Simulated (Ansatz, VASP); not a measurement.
**One calculation of BP, two programs**

INCAR

```
SYSTEM = BP
ALGO = Normal ; EDIFF = 1E-6
ENCUT = 520 ; GGA = PS
ISIF = 2 ; ISMEAR = 0
LASPH = .True. ; LCHARG = .True.
LELF = .True. ; LREAL = .False.
LVHAR = .True. ; LWAVE = .False.
NBANDS = 11 ; NELM = 80
PREC = Accurate ; SIGMA = 0.02
```

KPOINTS

```
k-points
0
Gamma
  10 10 10
  0 0 0
```

Contents of POSCAR:

```
BP
1.0
    0.0000000000      2.2600863884      2.2600863884
    2.2600863884      0.0000000000      2.2600863884
    2.2600863884      2.2600863884      0.0000000000
B P
1 1
Direct
    0.0000000000      0.0000000000      0.0000000000
    0.7500000000      0.7500000000      0.7500000000
```

Input for Ansatz:

```yaml
crystal:
  lattice:
    - [0.0, 2.2600863947, 2.2600863947]
    - [2.2600863947, 0.0, 2.2600863947]
    - [2.2600863947, 2.2600863947, 0.0]
  atoms:
    - { symbol: B, position: [0.0, 0.0, 0.0] }
    - { symbol: P, position: [0.75, 0.75, 0.75] }
basis:
  ecutwfc: 420
kpoints:
  mp_grid: { grid: [10, 10, 10] }
  band_path: { path: [VBM, CBM], npoints: 2 }
hamiltonian:
  xc: pbesol
scf:
  occupations: { method: gaussian, width: 0.02 }
output:
  forces: true
  stress: true
  eigenvalues: true
```

Alike in both runs: task single point; functional PBEsol; k mesh 10 × 10 × 10; occupations gaussian, width 0.02 eV; no spin polarisation.

```csv
,VASP,Ansatz
version,VASP 6.6.1,Ansatz 0.2.0
potentials or method,"VASP PAW PBE potentials, release 64 (B, P), cutoff 520 eV","scalar-relativistic, plane waves, PAW"
valence electrons in the cell,8,8
```

VASP gave:

- gap on the k mesh at the Fermi level (eV): 1.12
- least direct gap on the mesh (eV): 3.37
- pressure (GPa): 0.1

Problem. What did Ansatz give for the same quantities?

Solution. gap on the k mesh at the Fermi level (eV): 1.12; least direct gap on the mesh (eV): 3.38; pressure (GPa): 0.0.

VASP's potentials were made for PBE, not for PBEsol.
